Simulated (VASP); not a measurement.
Here is a VASP 6.6.1 calculation.

INCAR

```
PREC = Accurate
ENCUT = 520
EDIFF = 1E-7
ISMEAR = -1
SIGMA = 0.05
LREAL = False
LASPH = True
NELM = 150
ALGO = Normal
ISIF = 2
LWAVE = False
LCHARG = True
ISPIN = 2
MAGMOM = 4 -4 -4 4 0 0 0 0 0 0
LORBIT = 11
LMAXMIX = 4
LDAU = True
LDAUTYPE = 2
LDAUL = 2 -1
LDAUU = 4 0
LDAUJ = 0 0
LDAUPRINT = 1
GGA = PE
LELF = True
LVHAR = True
NBANDS = 49
```

Contents of KPOINTS:

```
Automatic mesh
0
Gamma
  5 5 5
```

POSCAR

```
Fe2O3
1.0
    2.5190000000      1.4543453300      4.5906666700
   -2.5190000000      1.4543453300      4.5906666700
    0.0000000000     -2.9086906600      4.5906666700
Fe O
4 6
Direct
    0.3553000000      0.3553000000      0.3553000000
    0.1447000000      0.1447000000      0.1447000000
    0.6447000000      0.6447000000      0.6447000000
    0.8553000000      0.8553000000      0.8553000000
    0.5559000000      0.9441000000      0.2500000000
    0.2500000000      0.5559000000      0.9441000000
    0.9441000000      0.2500000000      0.5559000000
    0.4441000000      0.0559000000      0.7500000000
    0.7500000000      0.4441000000      0.0559000000
    0.0559000000      0.7500000000      0.4441000000
```

Potentials or basis: VASP PAW PBE potentials, release 64 (Fe, O).

The run is started by

```bash
$ cat potpaw_PBE.64/Fe/POTCAR potpaw_PBE.64/O/POTCAR > POTCAR
$ mpirun -np 1 vasp_std > vasp.out
```

Q: What does it give for the pressure?

A: 5.8 GPa.

Q: What does it give for the net moment?

A: 0.00 μB per cell.

Q: Predict the site moments.

A: Fe +4.23, -4.23 (each value once); O +0.00 μB.

Forces in eV/Å, atoms in the order of the input:
```
Fe   0.000  0.000  0.079
Fe   0.000  0.000 -0.079
Fe   0.000  0.000 -0.079
Fe   0.000  0.000  0.079
O    0.103  0.000  0.000
O   -0.051  0.089  0.000
O   -0.051 -0.089  0.000
O   -0.103  0.000  0.000
O    0.051 -0.089  0.000
O    0.051  0.089  0.000
```

Caveat: the cell stands under pressure. The state reached can hang on the start; a lower one may exist.
